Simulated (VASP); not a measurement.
# Ca (P6_3/mmc) in VASP: notebook

Ca is run at these levels: PBEsol; tasks: single point.

Everything below comes from runs of VASP 6.6.1. Logs are shortened: lines on timing, memory, paths and dates and some standing lists are left out, and cuts for length are marked.

### Step 1. The cell of the first run

Symmetry: P6_3/mmc, No. 194, hexagonal system. The conventional cell has a = 3.827 Å, b = 3.827 Å, c = 6.312 Å, α = 90.00°, β = 90.00°, γ = 120.00°. Ca (site symmetry -6m2) has 12 Ca at 3.83 to 3.85 Å within 5.0 Å.

### Step 2. Single point, PBEsol

INCAR

```
ALGO = Normal ; EDIFF = 1E-6
ENCUT = 520 ; GGA = PS
ISIF = 2 ; ISMEAR = -1
LASPH = T ; LCHARG = F
LREAL = F ; LWAVE = F
NBANDS = 17 ; NELM = 80
PREC = Accurate ; SIGMA = 0.08
```

KPOINTS

```
k-points
0
Gamma
  12 12 6
```

POSCAR

```
Ca
1.0
    3.8271254318      0.0000000000      0.0000000000
   -1.9135627159      3.3143878475      0.0000000000
    0.0000000000      0.0000000000      6.3116394907
Ca
2
Direct
    0.3333333333      0.6666666667      0.2500000000
    0.6666666667      0.3333333333      0.7500000000
```

Potentials or basis: VASP PAW PBE potentials, release 64 (Ca_sv).

Launch:

```console
> cat potpaw_PBE.64/Ca_sv/POTCAR > POTCAR
> mpirun -np 1 vasp_std > vasp.out
```

OUTCAR:

```text
EDIFF = 1E-6
   ENCUT = 520
   GGA = PS
   ISIF = 2
   ISMEAR = -1
   LASPH = T
   LREAL = F
   NELM = 80
   PREC = Accurate

 ion  position               nearest neighbor table
   1  0.333  0.667  0.250-
   2  0.667  0.333  0.750-

  LATTYP: Found a hexagonal cell.
 ALAT       =     3.8271254318
 C/A-ratio  =     1.6491854273

  Lattice vectors:

 A1 = (   3.8271254318,   0.0000000000,   0.0000000000)
 A2 = (  -1.9135627159,   3.3143878475,   0.0000000000)
 A3 = (   0.0000000000,   0.0000000000,   6.3116394907)

Analysis of symmetry for initial positions (statically):
=====================================================================
 Subroutine PRICEL returns:
 Original cell was already a primitive cell.

 Routine SETGRP: Setting up the symmetry group for a
 hexagonal supercell.

 Subroutine GETGRP returns: Found 24 space group operations
 (whereof 12 operations were pure point group operations)
 out of a pool of 24 trial point group operations.

The static configuration has the point symmetry D_3d.
 The point group associated with its full space group is D_6h.

Analysis of symmetry for dynamics (positions and initial velocities):
=====================================================================
 Subroutine PRICEL returns:
 Original cell was already a primitive cell.

 Routine SETGRP: Setting up the symmetry group for a
 hexagonal supercell.

 Subroutine GETGRP returns: Found 24 space group operations
 (whereof 12 operations were pure point group operations)
 out of a pool of 24 trial point group operations.

The dynamic configuration has the point symmetry D_3d.
 The point group associated with its full space group is D_6h.

 Subroutine INISYM returns: Found 24 space group operations
 (whereof 12 operations are pure point group operations),
 and found     1 'primitive' translations

----------------------------------------------------------------------------------------

                                     Primitive cell

  volume of cell :      80.0605

  direct lattice vectors                    reciprocal lattice vectors
     3.827125432  0.000000000  0.000000000     0.261292716  0.150857420  0.000000000
    -1.913562716  3.314387847  0.000000000     0.000000000  0.301714840  0.000000000
     0.000000000  0.000000000  6.311639491     0.000000000  0.000000000  0.158437440

  length of vectors
     3.827125432  3.827125432  6.311639491     0.301714840  0.301714840  0.158437440

  position of ions in fractional coordinates (direct lattice)
     0.333333333  0.666666667  0.250000000
     0.666666667  0.333333333  0.750000000

  ion indices of the primitive-cell ions
   primitive index   ion index
                 1           1
                 2           2

----------------------------------------------------------------------------------------

 KPOINTS: k-points

Automatic generation of k-mesh.
 Grid dimensions read from file:
 generate k-points for:   12   12    6

 Generating k-lattice:

  Cartesian coordinates                     Fractional coordinates (reciprocal lattice)
     0.021774393  0.012571452  0.000000000     0.083333333  0.000000000  0.000000000
     0.000000000  0.025142903  0.000000000     0.000000000  0.083333333  0.000000000
     0.000000000  0.000000000  0.026406240     0.000000000  0.000000000  0.166666667

  Length of vectors
     0.025142903  0.025142903  0.026406240

  Shift w.r.t. Gamma in fractional coordinates (k-lattice)
     0.000000000  0.000000000  0.000000000

 Subroutine IBZKPT returns following result:
 ===========================================

 Found     76 irreducible k-points:

 Following reciprocal coordinates:
            Coordinates               Weight
  0.000000  0.000000  0.000000      1.000000
  0.083333  0.000000  0.000000      6.000000
  0.166667  0.000000  0.000000      6.000000
  0.250000  0.000000  0.000000      6.000000
  0.333333  0.000000  0.000000      6.000000
  0.416667  0.000000  0.000000      6.000000
[... 16 lines left out ...]
  0.250000  0.000000  0.166667     12.000000
  0.333333  0.000000  0.166667     12.000000
 [... further k-points ...]
   k-points           NKPTS =     76   k-points in BZ     NKDIM =     76   number of bands    NBANDS=     17
   number of dos      NEDOS =    301   number of ions     NIONS =      2
   total plane-waves  NPLWV =  37632
   dimension x,y,z NGX =    28 NGY =   28 NGZ =   48
   dimension x,y,z NGXF=    56 NGYF=   56 NGZF=   96
   ions per type =               2
   NGX,Y,Z   is equivalent  to a cutoff of  12.16, 12.16, 12.64 a.u.
   NGXF,Y,Z  is equivalent  to a cutoff of  24.33, 24.33, 25.29 a.u.
 SYSTEM =  unknown system
   PREC   = accura    normal or accurate (medium, high low for compatibility)
   ISTART =      0    job   : 0-new  1-cont  2-samecut
   ICHARG =      2    charge: 1-file 2-atom 10-const
   ISPIN  =      1    spin polarized calculation?
   LNONCOLLINEAR =      F non collinear calculations
   LSORBIT =      F    spin-orbit coupling
   LASPH  =      T    aspherical Exc in radial PAW
   ENCUT  =  520.0 eV  38.22 Ry    6.18 a.u.   7.12  7.12 11.74*2*pi/ulx,y,z
   NELM   =     80;   NELMIN=  2; NELMDL= -5     # of ELM steps
   EDIFF  = 0.1E-05   stopping-criterion for ELM
   LREAL  =      F    real-space projection
   EDIFFG = 0.1E-04   stopping-criterion for IOM
   NSW    =      0    number of steps for IOM
   IBRION =     -1    ionic relax: 0-MD 1-quasi-New 2-CG
   NFREE  =      0    steps in history (QN), initial steepest desc. (CG)
   ISIF   =      2    stress and relaxation
   ISYM   =      2    0-nonsym 1-usesym 2-fastsym
   POTIM  = 0.5000    time-step for ionic-motion
   TEBEG  =    0.0;   TEEND  =   0.0 temperature during run
   PSTRESS=    0.0 pullay stress
   NELECT =      20.0000    total number of electrons
   NUPDOWN=      -1.0000    fix difference up-down
   EMIN   =  10.00;   EMAX   =-10.00  energy-range for DOS
   EFERMI =   0.00;   METHOD = LEGACY
   ISMEAR =    -1;   SIGMA  =   0.08  broadening in eV -4-tet -1-fermi 0-gaus
   EFERMI_NEDOS =   21; number of points for ismear=-14 and -15
   IALGO  =     38    algorithm
   IMIX   =      4    mixing-type and parameters
     AMIX     =   0.40;   BMIX     =  1.00
     AMIX_MAG =   1.60;   BMIX_MAG =  1.00
  volume/ion in A,a.u.               =      40.03       270.14
  Fermi-wavevector in a.u.,A,eV,Ry     =   1.031048  1.948398 14.463801  1.063059
  Thomas-Fermi vector in A             =   2.165176
   LORBIT       =      0    0 simple, 1 ext, 2 COOP (PROOUT), +10 PAW based schemes
   GGA     = PS    functional components
   LHFCALC =     F    Hartree Fock is set to
   AEXX    =    0.0000 exact exchange contribution
   IVDW    =     0    specifies the selected vdW correction
   LEPSILON=     F    determine dielectric tensor
   LRPA    =     F    only Hartree local field effects (RPA)
 non-spin polarized calculation
  energy-cutoff  :      520.00
  volume of cell :       80.06
 maximum number of plane-waves:      2184
   NGX = 15   NGY = 15   NGZ = 23

 number of electron      20.0000000 magnetization

 Free energy of the ion-electron system (eV)
  ---------------------------------------------------
  ext. energy  EPLUGINS =         0.00000000
  ---------------------------------------------------
  free energy    TOTEN  =        -4.28376613 eV

  energy without entropy =       -4.23144607  energy(sigma->0) =       -4.25760610

 E-fermi :   2.1435     XC(G=0):  -7.9787

 val. band max:        2.1329951112   @ k =   0.3333   0.0000   0.0000
 cond. band min:       2.1540262045   @ k =   0.3333   0.1667   0.0000
 fundamental gap:      0.0210310933
 Fermi energy:         2.1434516159

 k-point     1 :       0.0000    0.0000    0.0000
  band No.  band energies     occupation
      1     -39.6024      2.00000
      2     -39.5852      2.00000
      3     -20.7489      2.00000
      4     -20.6122      2.00000
      5     -20.6122      2.00000
      6     -20.5901      2.00000
[... 9 lines left out ...]
     16       4.8162      0.00000
     17       5.2643      0.00000

 k-point     2 :       0.0833    0.0000    0.0000
  band No.  band energies     occupation
      1     -39.6013      2.00000
      2     -39.5847      2.00000
      3     -20.7451      2.00000
      4     -20.6212      2.00000
      5     -20.6150      2.00000
      6     -20.5994      2.00000
[... 9 lines left out ...]
     16       4.8987      0.00000
     17       5.1362      0.00000

 k-point     3 :       0.1667    0.0000    0.0000
  band No.  band energies     occupation
      1     -39.5982      2.00000
      2     -39.5832      2.00000
      3     -20.7343      2.00000
      4     -20.6459      2.00000
      5     -20.6245      2.00000
      6     -20.6226      2.00000
[... 9 lines left out ...]
     16       4.8541      0.00000
     17       4.9920      0.00000

 k-point     4 :       0.2500    0.0000    0.0000
  band No.  band energies     occupation
      1     -39.5940      2.00000
      2     -39.5812      2.00000
      3     -20.7180      2.00000
      4     -20.6798      2.00000
      5     -20.6580      2.00000
      6     -20.6325      2.00000
[... 9 lines left out ...]
     16       5.1414      0.00000
     17       5.2226      0.00000

 k-point     5 :       0.3333    0.0000    0.0000
  band No.  band energies     occupation
      1     -39.5894      2.00000
      2     -39.5796      2.00000
      3     -20.7141      2.00000
      4     -20.6992      2.00000
      5     -20.6908      2.00000
      6     -20.6422      2.00000
[... 9 lines left out ...]
     16       5.5126      0.00000
     17       5.7155      0.00000

 k-point     6 :       0.4167    0.0000    0.0000
  band No.  band energies     occupation
      1     -39.5857      2.00000
      2     -39.5787      2.00000
      3     -20.7392      2.00000
      4     -20.7143      2.00000
      5     -20.6818      2.00000
      6     -20.6492      2.00000
[... 9 lines left out ...]
     16       5.9761      0.00000
     17       6.2226      0.00000

 k-point     7 :       0.5000    0.0000    0.0000
  band No.  band energies     occupation
      1     -39.5842      2.00000
      2     -39.5786      2.00000
      3     -20.7484      2.00000
      4     -20.7228      2.00000
      5     -20.6738      2.00000
      6     -20.6518      2.00000
[... 9 lines left out ...]
     16       6.4048      0.00000
     17       6.4448      0.00000

 k-point     8 :       0.0833    0.0833    0.0000
  band No.  band energies     occupation
      1     -39.5992      2.00000
      2     -39.5836      2.00000
      3     -20.7378      2.00000
      4     -20.6365      2.00000
      5     -20.6250      2.00000
      6     -20.6122      2.00000
[... 9 lines left out ...]
     16       4.8995      0.00000
     17       5.0535      0.00000
[... 203 lines left out ...]
      1     -39.5798      2.00000
      2     -39.5798      2.00000
      3     -20.7186      2.00000
      4     -20.6957      2.00000
      5     -20.6957      2.00000
      6     -20.6703      2.00000
[... 9 lines left out ...]
     16       5.9997      0.00000
     17       6.0304      0.00000

 k-point    20 :       0.0000    0.0000    0.1667
  band No.  band energies     occupation
      1     -39.6012      2.00000
      2     -39.5864      2.00000
      3     -20.7380      2.00000
      4     -20.6108      2.00000
      5     -20.6108      2.00000
      6     -20.5933      2.00000
[... 9 lines left out ...]
     16       4.7497      0.00000
     17       5.3880      0.00000

 k-point    21 :       0.0833    0.0000    0.1667
  band No.  band energies     occupation
      1     -39.6002      2.00000
      2     -39.5858      2.00000
      3     -20.7348      2.00000
      4     -20.6195      2.00000
      5     -20.6135      2.00000
      6     -20.6045      2.00000
[... 9 lines left out ...]
     16       4.8202      0.00000
     17       5.3175      0.00000

 k-point    22 :       0.1667    0.0000    0.1667
  band No.  band energies     occupation
      1     -39.5972      2.00000
      2     -39.5842      2.00000
      3     -20.7262      2.00000
      4     -20.6431      2.00000
      5     -20.6298      2.00000
      6     -20.6208      2.00000
[... 9 lines left out ...]
     16       4.9776      0.00000
     17       5.2226      0.00000

 k-point    23 :       0.2500    0.0000    0.1667
  band No.  band energies     occupation
      1     -39.5931      2.00000
      2     -39.5821      2.00000
      3     -20.7165      2.00000
      4     -20.6731      2.00000
      5     -20.6624      2.00000
      6     -20.6305      2.00000
[... 9 lines left out ...]
     16       5.2205      0.00000
     17       5.2791      0.00000

 k-point    24 :       0.3333    0.0000    0.1667
  band No.  band energies     occupation
      1     -39.5888      2.00000
      2     -39.5802      2.00000
      3     -20.7240      2.00000
      4     -20.6985      2.00000
      5     -20.6795      2.00000
      6     -20.6399      2.00000
[... 9 lines left out ...]
     16       5.5605      0.00000
     17       5.6570      0.00000

 [... further k-points ...]

------------------------ aborting loop because EDIFF is reached ----------------------------------------

  FORCE on cell =-STRESS in cart. coord.  units (eV):
  Direction    XX          YY          ZZ          XY          YZ          ZX
  --------------------------------------------------------------------------------------
  -------------------------------------------------------------------------------------
  Total        0.1856054      0.1856054      0.1748057      0.0000000      0.0000000      0.0000000
  in kB        3.7143507      3.7143507      3.4982263      0.0000000      0.0000000      0.0000000
  external PRESSURE =       3.6423092 kB  Pullay stress =       0.0000000 kB

 VOLUME and BASIS-vectors are now :
 -----------------------------------------------------------------------------
  energy-cutoff  :      520.00
  volume of cell :       80.06
      direct lattice vectors                 reciprocal lattice vectors
     3.827125432  0.000000000  0.000000000     0.261292716  0.150857420  0.000000000
    -1.913562716  3.314387847  0.000000000     0.000000000  0.301714840  0.000000000
     0.000000000  0.000000000  6.311639491     0.000000000  0.000000000  0.158437440

 POSITION                                       TOTAL-FORCE (eV/Angst)
 -----------------------------------------------------------------------------------
     -0.00000      2.20959      1.57791         0.000000      0.000000      0.000000
      1.91356      1.10480      4.73373        -0.000000     -0.000000      0.000000
 -----------------------------------------------------------------------------------
    total drift:                               -0.000000      0.000000     -0.000000

  FREE ENERGIE OF THE ION-ELECTRON SYSTEM (eV)
  ---------------------------------------------------
  free  energy   TOTEN  =        -4.2837661265 eV

  energy  without entropy=       -4.2314460742  energy(sigma->0) =       -4.25760610
```

Wall time 69 s (1 thread of Intel Xeon Platinum 8375C at 2.90GHz (Ice Lake), shared host); peak memory 0.23 GiB.

What came out:

| Quantity | Value |
| --- | --- |
| Free energy | -4.2838 eV |
| Pressure | 0.4 GPa |
| Band gap on the k mesh | zero (band 10 reaches 2.39 eV, above the bottom of band 11 at 1.94 eV) |

Levels at points of the mesh, in eV from the Fermi level:
```tsv
k point	band 7	band 8	band 9	band 10	band 11	band 12	band 13	band 14
(0.00, 0.00, 0.00)	-22.73	-22.73	-4.17	-1.11	-0.20	2.30	2.35	2.35
(0.50, 0.00, 0.00)	-22.76	-22.76	-1.13	-0.68	0.16	0.34	1.40	1.96
(0.00, 0.00, 0.50)	-22.74	-22.74	-3.12	-3.12	1.38	1.38	2.34	2.34
(0.50, 0.00, 0.50)	-22.77	-22.77	-0.73	-0.73	0.14	0.14	1.46	1.46
```

Caveat: the PAW data sets were made with another functional, which shifts forces and pressure a little.

(Part 1 of 2 ends here.)
